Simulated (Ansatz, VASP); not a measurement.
TiOs in VASP and in Ansatz

```
CELL_PARAMETERS angstrom
3.06970 0.00000 0.00000
0.00000 3.06970 0.00000
0.00000 0.00000 3.06970
ATOMIC_POSITIONS crystal
Ti 0.50000 0.50000 0.50000
Os 0.00000 0.00000 0.00000
```

Change from the starting cell: volume scaled by 0.99.

Alike in both runs: task single point; functional PBEsol; k mesh 13 × 13 × 13; occupations fermi-dirac, width 0.03 eV; no spin polarisation.

```csv
,VASP,Ansatz
version,VASP 6.6.1,Ansatz 0.2.0
potentials or method,"VASP PAW PBE potentials, release 64 (Ti_sv, Os), cutoff 520 eV","all-electron LAPW, scalar-relativistic"
```

```tsv
	VASP	Ansatz	Ansatz less VASP
pressure (GPa)	-2.2	-2.1	+0.12
```

VASP's potentials were made for PBE, not for PBEsol. Ansatz ran all-electron here, and VASP with PAW potentials.

Spin-orbit coupling is off throughout.
